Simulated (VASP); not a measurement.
# AlNi (P4/mmm) in VASP: further runs, part 2 of 2

VASP 6.6.1. The steps go on from the part before.

## Step 4: Single point, PBE (strain +0.025 along x and y, -0.025 along z)

The input, INCAR:

```
SYSTEM = AlNi
ALGO = Fast
EDIFF = 1E-7
ENCUT = 520
GGA = PE
ISIF = 2
ISMEAR = 0
LASPH = .True.
LCHARG = .False.
LREAL = .False.
LWAVE = .False.
NBANDS = 14
NELM = 80
PREC = Accurate
SIGMA = 0.15
```

The input, KPOINTS:

```
k-points
0
Gamma
  20 20 20
  0 0 0
```

The input, POSCAR:

```
AlNi
1.0
    2.9654106162      0.0000000000      0.0000000000
    0.0000000000      2.9654106162      0.0000000000
    0.0000000000      0.0000000000      2.8207564398
Al Ni
1 1
Direct
    0.0000000000      0.0000000000      0.0000000000
    0.5000000000      0.5000000000      0.5000000000
```

Potentials or basis: VASP PAW PBE potentials, release 64 (Al, Ni).

The run is started by

```sh
cat potpaw_PBE.64/Al/POTCAR potpaw_PBE.64/Ni/POTCAR > POTCAR
mpirun -np 1 vasp_std > vasp.out
```

OUTCAR:

```text
SYSTEM = AlNi
   EDIFF = 1E-7
   ENCUT = 520
   GGA = PE
   ISIF = 2
   ISMEAR = 0
   LASPH = .True.
   LREAL = .False.
   NELM = 80
   PREC = Accurate

 ion  position               nearest neighbor table
   1  0.000  0.000  0.000-   2 2.53   2 2.53   2 2.53   2 2.53   2 2.53   2 2.53   2 2.53   2 2.53

   2  0.500  0.500  0.500-   1 2.53   1 2.53   1 2.53   1 2.53   1 2.53   1 2.53   1 2.53   1 2.53

  LATTYP: Found a simple tetragonal cell.
 ALAT       =     2.9654106162
 C/A-ratio  =     0.9512195122

  Lattice vectors:

 A1 = (   2.9654106162,   0.0000000000,   0.0000000000)
 A2 = (   0.0000000000,   2.9654106162,   0.0000000000)
 A3 = (   0.0000000000,   0.0000000000,   2.8207564398)

Analysis of symmetry for initial positions (statically):
=====================================================================
 Subroutine PRICEL returns:
 Original cell was already a primitive cell.

 Routine SETGRP: Setting up the symmetry group for a
 simple tetragonal supercell.

 Subroutine GETGRP returns: Found 16 space group operations
 (whereof 16 operations were pure point group operations)
 out of a pool of 16 trial point group operations.

[... 179 lines left out ...]
      7      14.3252      0.00000
      8      14.3252      0.00000
      9      16.0990      0.00000
     10      17.3502      0.00000
     11      17.6267      0.00000
     12      22.7854      0.00000
     13      29.3075      0.00000
     14      30.4725      0.00000
[... 377 lines left out ...]
      1      -0.4665      2.00000
      2       6.3120      2.00000
      3       6.6179      2.00000
      4       7.6349      2.00000
      5       7.9361      2.00000
      6       8.1024      2.00000
      7      11.0351      0.00000
      8      13.6973      0.00000
      9      17.1454      0.00000
     10      18.7249      0.00000
     11      21.0509      0.00000
     12      23.5539      0.00000
     13      25.3120      0.00000
     14      26.7149      0.00000

 [... further k-points ...]

------------------------ aborting loop because EDIFF is reached ----------------------------------------

  FORCE on cell =-STRESS in cart. coord.  units (eV):
  Direction    XX          YY          ZZ          XY          YZ          ZX
  --------------------------------------------------------------------------------------
  -------------------------------------------------------------------------------------
  Total       -0.7499226     -0.7499226     -0.1494097      0.0000000     -0.0000000      0.0000000
  in kB      -48.4386213    -48.4386213     -9.6505978      0.0000000     -0.0000000      0.0000000
  external PRESSURE =     -35.5092801 kB  Pullay stress =       0.0000000 kB

 VOLUME and BASIS-vectors are now :
 -----------------------------------------------------------------------------
  energy-cutoff  :      520.00
  volume of cell :       24.80
      direct lattice vectors                 reciprocal lattice vectors
     2.965410616  0.000000000  0.000000000     0.337221427  0.000000000  0.000000000
     0.000000000  2.965410616  0.000000000     0.000000000  0.337221427  0.000000000
     0.000000000  0.000000000  2.820756440     0.000000000  0.000000000  0.354514834

 POSITION                                       TOTAL-FORCE (eV/Angst)
 -----------------------------------------------------------------------------------
      0.00000      0.00000      0.00000         0.000000      0.000000      0.000000
      1.48271      1.48271      1.41038         0.000000      0.000000      0.000000
 -----------------------------------------------------------------------------------
    total drift:                                0.000000     -0.000000     -0.000000

  FREE ENERGIE OF THE ION-ELECTRON SYSTEM (eV)
  ---------------------------------------------------
  free  energy   TOTEN  =       -10.5269047644 eV

  energy  without entropy=      -10.5169192741  energy(sigma->0) =      -10.52191202
```

stdout:

```text
POSCAR found type information on POSCAR AlNi
 POSCAR found :  2 types and       2 ions
 scaLAPACK will be used
 LDA part: xc-table for (Slater+PW92), standard interpolation
 POSCAR, INCAR and KPOINTS ok, starting setup
 FFT: planning ... GRIDC
 FFT: planning ... GRID_SOFT
 FFT: planning ... GRID
 WAVECAR not read
 entering main loop
WARNING in EDDRMM: call to ZHEGV failed, returncode =   8  4     14
WARNING in EDDRMM: call to ZHEGV failed, returncode =   8  4     14
WARNING in EDDRMM: call to ZHEGV failed, returncode =   8  4     13
WARNING in EDDRMM: call to ZHEGV failed, returncode =   8  4     14
```

Run time: 2.7 min. Hardware: 1 thread of Intel Xeon Platinum 8259CL at 2.50GHz (Skylake/Cascade Lake), shared host; peak memory 0.36 GiB.

What came out:

- Free energy: -10.5269 eV
- Pressure: -3.6 GPa
- Band gap on the k mesh: zero (an odd number of electrons rules out a gap without spin polarisation)

Stress tensor (GPa, compression positive):
```
-4.84  0.00  0.00
 0.00 -4.84  0.00
 0.00  0.00 -0.97
```

Levels at points of the mesh, in eV from the Fermi level:
| k point | band 4 | band 5 | band 6 | band 7 | band 8 | band 9 | band 10 | band 11 |
| --- | --- | --- | --- | --- | --- | --- | --- | --- |
| (0.00, 0.00, 0.00) | -1.55 | -1.42 | -1.42 | 4.78 | 4.78 | 6.55 | 7.80 | 8.08 |
| (0.50, 0.00, 0.00) | -2.23 | -1.96 | -1.35 | -0.74 | 8.15 | 9.23 | 9.89 | 10.92 |
| (0.50, 0.50, 0.00) | -2.99 | -1.83 | -1.83 | -1.04 | 1.11 | 2.02 | 12.71 | 15.59 |
| (0.00, 0.00, 0.50) | -2.23 | -2.23 | -1.44 | -0.39 | 8.26 | 9.44 | 9.44 | 10.40 |
| (0.50, 0.00, 0.50) | -2.54 | -2.06 | -2.01 | -0.95 | 1.60 | 2.43 | 11.50 | 14.25 |
| (0.50, 0.50, 0.50) | -1.00 | -0.88 | 2.02 | 2.02 | 2.11 | 3.38 | 3.94 | 4.46 |

Caveat: the cell differs from its parent crystal (strain +0.025 along x and y, -0.025 along z); the cell stands under tension.

## Step 5: The runs side by side

```tsv
cell	further INCAR settings	gap on the mesh (eV)	pressure (GPa)
a = 2.965, b = 2.965, c = 2.748 Å, 2 atoms	ALGO = Fast; EDIFF = 1e-07; NBANDS = 14	none	0.7
a = 2.893, b = 2.893, c = 2.965 Å, 2 atoms	ALGO = Fast; EDIFF = 1e-06; NBANDS = 14	none	-3.9
a = 2.965, b = 2.965, c = 2.821 Å, 2 atoms	ALGO = Fast; EDIFF = 1e-07; NBANDS = 14	none	-3.6
```

Alike in all rows: task single point; level PBE; potentials or basis VASP PAW PBE potentials, release 64 (Al, Ni); no spin polarisation; k mesh 20 × 20 × 20; cutoff (eV) 520; smearing gaussian 0.15 eV.

Caveats: the cell stands under tension (at least some runs); the stress differs along the axes, from -2 to 5 GPa (at least some runs).

Absolute energies hang on the potentials; compare differences alone.
